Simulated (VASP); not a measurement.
Input of a VASP 6.6.1 run:

File INCAR:

```
SYSTEM = TiSn2Te3
PREC = Accurate
ENCUT = 520
EDIFF = 1E-6
ISMEAR = 0
SIGMA = 0.1
LREAL = .False.
LASPH = .True.
NELM = 60
ALGO = Normal
ISIF = 2
LWAVE = .False.
LCHARG = .True.
GGA = PE
LELF = .True.
LVHAR = .True.
NBANDS = 38
```

Contents of KPOINTS:

```
regular mesh
0
Gamma
  8 8 6
  0 0 0
```

Contents of POSCAR:

```
TiSn2Te3
1.0
    5.3055387971      0.0000000000      0.0000000000
    0.0000000000      5.3055387971      0.0000000000
    0.0000000000      0.0000000000      7.8575531438
Ti Sn Te
1 2 3
Direct
    0.5000000000      0.5000000000      0.5029565541
    0.5000000000      0.0000000000      0.9253665623
    0.0000000000      0.5000000000      0.9253665623
    0.5000000000      0.5000000000      0.1631203804
    0.5000000000      0.0000000000      0.5415751154
    0.0000000000      0.5000000000      0.5415751154
```

Potentials or basis: VASP PAW PBE potentials, release 64 (Ti_sv, Sn_d, Te).

Run with:

```bash
$ cat potpaw_PBE.64/Ti_sv/POTCAR potpaw_PBE.64/Sn_d/POTCAR potpaw_PBE.64/Te/POTCAR > POTCAR
$ mpirun -np 1 vasp_std > vasp.out
```

Task: Estimate the largest force.

Result: 0.004 eV/Å.

Task: What does it give for the pressure?

Result: 0.0 GPa.

Forces on the atoms (eV/Å):
```
Ti   0.000  0.000  0.000
Sn   0.000  0.000  0.000
Sn   0.000  0.000  0.000
Te   0.000  0.000  0.004
Te   0.000  0.000 -0.002
Te   0.000  0.000 -0.002
```
